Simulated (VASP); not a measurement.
# ZrC in VASP: notebook

The runs below take ZrC through single point, with PBEsol.

Everything below comes from runs of VASP 6.6.1. Logs are shortened: lines on timing, memory, paths and dates and some standing lists are left out, and cuts for length are marked.

## Step 1: The cell of the first run

The structure is tetragonal, space group I4/mmm (No. 139). Conventional cell: a = 3.357 Å, b = 3.357 Å, c = 4.700 Å, α = 90.00°, β = 90.00°, γ = 90.00°. Within 3.1 Å of Zr (site symmetry 4/mmm) lie 6 C at 2.35 to 2.37 Å. Within 3.1 Å of C (site symmetry 4/mmm) lie 6 Zr at 2.35 to 2.37 Å.

## Step 2: Single point, PBEsol (equal xx and yy strain of +1 %)

Input file INCAR:

```
SYSTEM = ZrC
  ALGO = Normal
  EDIFF = 1E-7
  ENCUT = 520
  GGA = PS
  ISIF = 2
  ISMEAR = -1
  LASPH = .TRUE.
  LCHARG = .FALSE.
  LREAL = .FALSE.
  LWAVE = .FALSE.
  NBANDS = 15
  NELM = 100
  PREC = Accurate
  SIGMA = 0.05
```

Input file KPOINTS:

```
k-points
0
G
  15 15 15
  0 0 0
```

Input file POSCAR:

```
ZrC
1.0
    0.0000000000      2.3737121000      2.3502100000
    2.3737121000      0.0000000000      2.3502100000
    2.3737121000      2.3737121000      0.0000000000
Zr C
1 1
Direct
    0.5000000000      0.5000000000      0.5000000000
    0.0000000000      0.0000000000      0.0000000000
```

Potentials or basis: VASP PAW PBE potentials, release 64 (Zr_sv, C).

On the command line:

```sh
cat potpaw_PBE.64/Zr_sv/POTCAR potpaw_PBE.64/C/POTCAR > POTCAR
mpirun -np 1 vasp_std > vasp.out
```

OUTCAR:

```text
SYSTEM = ZrC
   EDIFF = 1E-7
   ENCUT = 520
   GGA = PS
   ISIF = 2
   ISMEAR = -1
   LASPH = .TRUE.
   LREAL = .FALSE.
   NELM = 100
   PREC = Accurate

 ion  position               nearest neighbor table
   1  0.500  0.500  0.500-   2 2.35   2 2.35   2 2.37   2 2.37   2 2.37   2 2.37
   2  0.000  0.000  0.000-   1 2.35   1 2.35   1 2.37   1 2.37   1 2.37   1 2.37

  LATTYP: Found a body centered tetragonal cell.
 ALAT       =     3.3569358450
 C/A-ratio  =     1.4002114479

  Lattice vectors:

 A1 = (   0.0000000000,  -2.3737121000,  -2.3502100000)
 A2 = (   0.0000000000,   2.3737121000,  -2.3502100000)
 A3 = (   2.3737121000,   0.0000000000,   2.3502100000)

Analysis of symmetry for initial positions (statically):
=====================================================================
 Subroutine PRICEL returns:
 Original cell was already a primitive cell.

 Routine SETGRP: Setting up the symmetry group for a
 body centered tetragonal supercell.

 Subroutine GETGRP returns: Found 16 space group operations
 (whereof 16 operations were pure point group operations)
 out of a pool of 16 trial point group operations.

The static configuration has the point symmetry D_4h.

Analysis of symmetry for dynamics (positions and initial velocities):
=====================================================================
 Subroutine PRICEL returns:
 Original cell was already a primitive cell.

 Routine SETGRP: Setting up the symmetry group for a
 body centered tetragonal supercell.

 Subroutine GETGRP returns: Found 16 space group operations
 (whereof 16 operations were pure point group operations)
 out of a pool of 16 trial point group operations.

The dynamic configuration has the point symmetry D_4h.

 Subroutine INISYM returns: Found 16 space group operations
 (whereof 16 operations are pure point group operations),
 and found     1 'primitive' translations

----------------------------------------------------------------------------------------

                                     Primitive cell

  volume of cell :      26.4846

  direct lattice vectors                    reciprocal lattice vectors
     0.000000000  2.373712100  2.350210000    -0.210640541  0.210640541  0.212746946
     2.373712100  0.000000000  2.350210000     0.210640541 -0.210640541  0.212746946
     2.373712100  2.373712100  0.000000000     0.210640541  0.210640541 -0.212746946

  length of vectors
     3.340358690  3.340358690  3.356935845     0.366060292  0.366060292  0.366060292

  position of ions in fractional coordinates (direct lattice)
     0.500000000  0.500000000  0.500000000
     0.000000000  0.000000000  0.000000000
[... 83 lines left out ...]
   ISIF   =      2    stress and relaxation
   ISYM   =      2    0-nonsym 1-usesym 2-fastsym
   POTIM  = 0.5000    time-step for ionic-motion
   TEBEG  =    0.0;   TEEND  =   0.0 temperature during run
   PSTRESS=    0.0 pullay stress
   NELECT =      16.0000    total number of electrons
   NUPDOWN=      -1.0000    fix difference up-down
   EMIN   =  10.00;   EMAX   =-10.00  energy-range for DOS
   EFERMI =   0.00;   METHOD = LEGACY
   ISMEAR =    -1;   SIGMA  =   0.05  broadening in eV -4-tet -1-fermi 0-gaus
   EFERMI_NEDOS =   21; number of points for ismear=-14 and -15
   IALGO  =     38    algorithm
   IMIX   =      4    mixing-type and parameters
     AMIX     =   0.40;   BMIX     =  1.00
     AMIX_MAG =   1.60;   BMIX_MAG =  1.00
  volume/ion in A,a.u.               =      13.24        89.36
  Fermi-wavevector in a.u.,A,eV,Ry     =   1.383940  2.615267 26.059099  1.915290
  Thomas-Fermi vector in A             =   2.508491
   LORBIT       =      0    0 simple, 1 ext, 2 COOP (PROOUT), +10 PAW based schemes
   GGA     = PS    functional components
   LHFCALC =     F    Hartree Fock is set to
   AEXX    =    0.0000 exact exchange contribution
   IVDW    =     0    specifies the selected vdW correction
   LEPSILON=     F    determine dielectric tensor
   LRPA    =     F    only Hartree local field effects (RPA)
 non-spin polarized calculation
  energy-cutoff  :      520.00
  volume of cell :       26.48
 maximum number of plane-waves:       725
 NGX is ok and might be reduce to    28
   NGX = 13   NGY = 13   NGZ = 13

 number of electron      16.0000000 magnetization

 Free energy of the ion-electron system (eV)
  ---------------------------------------------------
  ext. energy  EPLUGINS =         0.00000000
  ---------------------------------------------------
  free energy    TOTEN  =       -20.54599895 eV

  energy without entropy =      -20.54337643  energy(sigma->0) =      -20.54468769

 E-fermi :   9.2514     XC(G=0): -12.1820

 val. band max:        9.2225843791   @ k =   0.4000   0.3333   0.0000
 cond. band min:       9.2600701498   @ k =   0.4667   0.4667   0.0000
 fundamental gap:      0.0374857707
 Fermi energy:         9.2514443157

 k-point     1 :       0.0000    0.0000    0.0000
  band No.  band energies     occupation
      1     -38.7851      2.00000
      2     -16.5412      2.00000
      3     -16.5412      2.00000
      4     -16.5335      2.00000
      5      -1.9459      2.00000
      6      10.1952      0.00000
      7      10.1952      0.00000
      8      10.2442      0.00000
      9      10.2841      0.00000
     10      10.2841      0.00000
     11      10.3798      0.00000
     12      11.9584      0.00000
     13      12.0632      0.00000
     14      16.3398      0.00000
[... 401 lines left out ...]
      2     -16.7665      2.00000
      3     -16.6102      2.00000
      4     -16.5987      2.00000
      5      -1.1575      2.00000
      6       6.9709      2.00000
      7       8.5451      2.00000
      8       8.7766      1.99985
      9       9.8166      0.00002
     10      12.1373      0.00000
     11      12.5779      0.00000
     12      13.1535      0.00000
     13      14.9357      0.00000
     14      18.5805      0.00000
     15      21.7531      0.00000

 [... further k-points ...]
[... 5 lines left out ...]
  --------------------------------------------------------------------------------------
  -------------------------------------------------------------------------------------
  Total       -1.5625317     -1.5625317     -1.0195869      0.0000000     -0.0000000     -0.0000000
  in kB      -94.5249961    -94.5249961    -61.6796747      0.0000000     -0.0000000     -0.0000000
  external PRESSURE =     -83.5765556 kB  Pullay stress =       0.0000000 kB

 VOLUME and BASIS-vectors are now :
 -----------------------------------------------------------------------------
  energy-cutoff  :      520.00
  volume of cell :       26.48
      direct lattice vectors                 reciprocal lattice vectors
     0.000000000  2.373712100  2.350210000    -0.210640541  0.210640541  0.212746946
     2.373712100  0.000000000  2.350210000     0.210640541 -0.210640541  0.212746946
     2.373712100  2.373712100  0.000000000     0.210640541  0.210640541 -0.212746946

 POSITION                                       TOTAL-FORCE (eV/Angst)
 -----------------------------------------------------------------------------------
      2.37371      2.37371      2.35021        -0.000000      0.000000      0.000000
      0.00000      0.00000      0.00000         0.000000     -0.000000      0.000000
 -----------------------------------------------------------------------------------
    total drift:                                0.000000      0.000000      0.000000

  FREE ENERGIE OF THE ION-ELECTRON SYSTEM (eV)
  ---------------------------------------------------
  free  energy   TOTEN  =       -20.5459989534 eV

  energy  without entropy=      -20.5433764333  energy(sigma->0) =      -20.54468769
```

It took 55 s on 1 thread of Intel Xeon 6975P-C (Granite Rapids), shared host; peak memory 0.24 GiB.

Results:

- Free energy: -20.5460 eV
- Pressure: -8.4 GPa
- Band gap on the k mesh: zero (band 8 reaches 10.24 eV, above the bottom of band 9 at 8.84 eV)

Caveat: the cell differs from its parent crystal (equal xx and yy strain of +1 %); the PAW data sets were made with another functional, which shifts forces and pressure a little.

## Step 3: Single point, PBEsol (equal xy, yz and zx shear strains of +1 %)

Input file INCAR:

```
  PREC = Accurate
  ENCUT = 520
  EDIFF = 1E-7
  ISMEAR = -1
  SIGMA = 0.05
  LREAL = F
  LASPH = T
  NELM = 100
  ALGO = Normal
  ISIF = 2
  LWAVE = F
  LCHARG = F
  GGA = PS
  NBANDS = 15
```

Input file KPOINTS:

```
Automatic mesh
0
Gamma
  15 15 15
```

Input file POSCAR:

```
ZrC
1.0
    0.0235021000      2.3619610500      2.3619610500
    2.3619610500      0.0235021000      2.3619610500
    2.3619610500      2.3619610500      0.0235021000
Zr C
1 1
Direct
    0.5000000000      0.5000000000      0.5000000000
    0.0000000000      0.0000000000      0.0000000000
```

Potentials or basis: VASP PAW PBE potentials, release 64 (Zr_sv, C).

On the command line:

```sh
cat potpaw_PBE.64/Zr_sv/POTCAR potpaw_PBE.64/C/POTCAR > POTCAR
mpirun -np 1 vasp_std > vasp.out
```

Run time: 92 s. Hardware: 1 thread of Intel Xeon Platinum 8488C (Sapphire Rapids), shared host; peak memory 0.26 GiB.

Results (log left out):

```yaml
Free_energy: -20.5644 eV
Pressure: -4.2 GPa
Band_gap_on_the_k_mesh: zero (band 8 reaches 10.48 eV, above the bottom of band 9 at 9.17 eV)
```

Stress tensor (GPa, compression positive):
```
-4.21 -1.56 -1.56
-1.56 -4.21 -1.56
-1.56 -1.56 -4.21
```

Levels at points of the mesh, in eV from the Fermi level:
```tsv
k point	band 4	band 5	band 6	band 7	band 8	band 9	band 10	band 11	band 12	band 13
(0.00, 0.00, 0.00)	-25.70	-11.27	0.90	0.94	0.99	0.99	1.13	1.13	2.82	2.82
```

Caveat: the cell differs from its parent crystal (equal xy, yz and zx shear strains of +1 %); the PAW data sets were made with another functional, which shifts forces and pressure a little.
